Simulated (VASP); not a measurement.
A run of VASP 6.6.1 is set up as follows.

The input INCAR:

```
SYSTEM = CuRh2
PREC = Accurate
ENCUT = 600
EDIFF = 1E-7
ISMEAR = 0
SIGMA = 0.1
LREAL = .False.
LASPH = .True.
NELM = 100
ALGO = Normal
ISIF = 3
LWAVE = .False.
LCHARG = .False.
GGA = PE
IBRION = 2
NSW = 90
EDIFFG = -0.04
```

The input KPOINTS:

```
Automatic mesh
0
Gamma
  6 6 6
  0 0 0
```

The input POSCAR:

```
CuRh2
1.0
    0.0000000000      2.6598035406      2.6598035406
    2.6598035406      0.0000000000      2.6598035406
    2.6598035406      2.6598035406      0.0000000000
Cu Rh
1 2
Direct
    0.0000000000      0.0000000000      0.0000000000
    0.2500000000      0.2500000000      0.2500000000
    0.7500000000      0.7500000000      0.7500000000
```

Potentials or basis: VASP PAW PBE potentials, release 64 (Cu, Rh_pv).

Command:

```bash
$ cat potpaw_PBE.64/Cu/POTCAR potpaw_PBE.64/Rh_pv/POTCAR > POTCAR
$ mpirun -np 1 vasp_std > vasp.out
```

(1) What does it give for the space group after relaxing (to 0.05 Å)?

(2) Estimate the relaxed cell.

Results:

(1) Fm-3m (No. 225).

(2) a = 4.024 Å, b = 4.024 Å, c = 4.024 Å, α = 60.00°, β = 60.00°, γ = 60.00°.
